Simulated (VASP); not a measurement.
**Ta: single point with LDA**

Ta, a slab with vacuum:

```xyz
5
Lattice="2.8174 0.0000 0.0000 -0.9391 2.6562 0.0000 0.0000 0.0000 25.2015" Properties=species:S:1:pos:R:3 pbc="T T T"
Ta    0.0000    0.0000    8.0978
Ta    0.9391    1.3281   10.3043
Ta    0.0000    0.0000   12.6007
Ta    0.9391    1.3281   14.8972
Ta    0.0000    0.0000   17.1037
```

```yaml
Program: VASP 6.6.1
Task: single point
Functional: LDA
Potentials_or_basis: VASP PAW LDA potentials, release 64 (Ta_pv)
Cutoff: 520 eV
k_mesh: 15 × 15 × 1
Occupations: fermi-dirac, width 0.08 eV
Spin: no spin polarisation
Dipole_correction: yes
Further_INCAR_settings: ALGO = Normal; EDIFF = 1e-06; NBANDS = 36
```

```
Largest force : 0.048 eV/Å
```

Forces on the atoms (eV/Å):
```
Ta   0.000  0.000 -0.048
Ta   0.000  0.000  0.002
Ta   0.000  0.000  0.000
Ta   0.000  0.000 -0.002
Ta   0.000  0.000  0.048
```

Levels at points of the mesh, in eV from the Fermi level:
```csv
k point,band 25,band 26,band 27,band 28,band 29,band 30
"(0.00, 0.00, 0.00)",-0.49,-0.07,0.36,0.46,0.48,0.80
```

Wall time 9.5 min on 1 thread of Intel(R) Xeon(R) Platinum 8488C (Sapphire Rapids), with other jobs on the host, peak memory 0.47 GiB.

Caveat: spin-orbit coupling is left out, which moves the levels of the heavy elements.
